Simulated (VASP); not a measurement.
Write the native input for VASP 6.6.1 that does the following.

| Item | Value |
| --- | --- |
| Task | single point |
| Functional | PBEsol |
| Potentials or basis | VASP PAW PBE potentials, release 64 (In_d, Ga_d, P, As) |
| Cutoff | 500 eV |
| k mesh | 1 × 1 × 1, shifted |
| Occupations | fermi-dirac, width 0.05 eV |
| Spin | no spin polarisation |
| Dipole correction | no |
| Further INCAR settings | LREAL = Auto; ALGO = Normal; EDIFF = 1e-06; NBANDS = 326; ISYM = -1 |

The structure of In7GaAsP7 lies in POSCAR:

```
In7GaAsP7
1.0
   11.6950606769      0.0000000000      0.0000000000
    0.0000000000     11.6950606769      0.0000000000
    0.0000000000      0.0000000000     11.6950606769
In Ga P As
28 4 28 4
Direct
    0.0027710000      0.0055690000      0.9987250000
    0.0020420000      0.0047720000      0.4986740000
    0.0001980000      0.4973390000      0.0026080000
    0.0022590000      0.4951040000      0.4988060000
    0.5028750000      0.0007500000      0.9942700000
    0.4968760000      0.4997830000      0.9932020000
    0.4970530000      0.4993800000      0.5026870000
    0.2477750000      0.2505850000      0.0024850000
    0.2494660000      0.7471540000      0.9936480000
    0.2542240000      0.7524080000      0.5033070000
    0.7532930000      0.2506540000      0.0015960000
    0.7498660000      0.2476740000      0.4986780000
    0.7473070000      0.7497460000      0.9913750000
    0.7467360000      0.7522030000      0.5033210000
    0.2439840000      0.0053950000      0.2547060000
    0.2551040000      0.0008590000      0.7454260000
    0.2482750000      0.4948040000      0.2522940000
    0.2515560000      0.4998660000      0.7466700000
    0.7470340000      0.0060070000      0.2554840000
    0.7466250000      0.9986470000      0.7468120000
    0.7565590000      0.4947150000      0.2540750000
    0.7471570000      0.5017120000      0.7494910000
    0.0015830000      0.2510730000      0.7475130000
    0.0025160000      0.7464870000      0.2530120000
    0.0004750000      0.7504780000      0.7488280000
    0.4999160000      0.2512340000      0.2513520000
    0.4969150000      0.2479290000      0.7439880000
    0.5001350000      0.7527410000      0.2585250000
    0.5009630000      0.9966090000      0.5067580000
    0.2461620000      0.2495830000      0.5006120000
    0.0020940000      0.2496360000      0.2523910000
    0.4994780000      0.7513050000      0.7460090000
    0.1180500000      0.1334710000      0.1322860000
    0.1318330000      0.1310530000      0.6196150000
    0.1268800000      0.6226160000      0.1246690000
    0.1253010000      0.6248310000      0.6230850000
    0.6240350000      0.1260920000      0.1236240000
    0.6191700000      0.1183690000      0.6174680000
    0.6167290000      0.6305190000      0.6307980000
    0.3750660000      0.3754560000      0.1236310000
    0.3655950000      0.3677820000      0.6166460000
    0.3881670000      0.8744560000      0.6260520000
    0.8842650000      0.3668700000      0.1332390000
    0.8722130000      0.3748370000      0.6246320000
    0.8766110000      0.8774630000      0.6234190000
    0.3736490000      0.1268550000      0.8749710000
    0.3725240000      0.6229800000      0.3763530000
    0.3807900000      0.6313870000      0.8629840000
    0.8821610000      0.1328690000      0.3694550000
    0.8737180000      0.1249630000      0.8709490000
    0.8746940000      0.6246810000      0.3792550000
    0.8765860000      0.6225920000      0.8738120000
    0.1247810000      0.3605140000      0.3750010000
    0.1260100000      0.3760620000      0.8741730000
    0.1250150000      0.8738900000      0.3780050000
    0.1260370000      0.8779890000      0.8715240000
    0.6248090000      0.3757390000      0.3774550000
    0.6241630000      0.3716290000      0.8722120000
    0.6193890000      0.8842170000      0.3847920000
    0.6171620000      0.8683190000      0.8638060000
    0.6256160000      0.6228120000      0.1267500000
    0.3725420000      0.8773370000      0.1252570000
    0.8729620000      0.8755990000      0.1249960000
    0.3759100000      0.1244140000      0.3907320000
```

These files were run (other wordings do the same):

INCAR

```
ALGO = Normal ; EDIFF = 1E-6
ENCUT = 500 ; GGA = PS
GGA_COMPAT = False ; ISIF = 2
ISMEAR = -1 ; ISYM = -1
LASPH = True ; LCHARG = True
LELF = True ; LREAL = Auto
LVHAR = True ; LWAVE = False
NBANDS = 326 ; NELM = 120
PREC = Accurate ; SIGMA = 0.05
```

KPOINTS

```
explicit points
1
Reciprocal
  0.25000000   0.25000000   0.25000000 1
```

Potentials or basis: VASP PAW PBE potentials, release 64 (In_d, Ga_d, P, As).

Launch:

```bash
$ cat potpaw_PBE.64/In_d/POTCAR potpaw_PBE.64/Ga_d/POTCAR potpaw_PBE.64/P/POTCAR potpaw_PBE.64/As/POTCAR > POTCAR
$ mpirun -np 1 vasp_std > vasp.out
```

It gave:

The pressure is 0.0 GPa and the largest force is 0.028 eV/Å. The band gap on the k mesh is 1.53 eV.

Caveat: the PAW data sets were made with another functional, which shifts forces and pressure a little; spin-orbit coupling is left out, which moves the levels of the heavy elements; a shifted mesh leaves out Γ, where band edges can lie.

Wall time 23 min on 1 thread of Intel Xeon 8259CL, with other jobs on the host, peak memory 1.5 GiB.
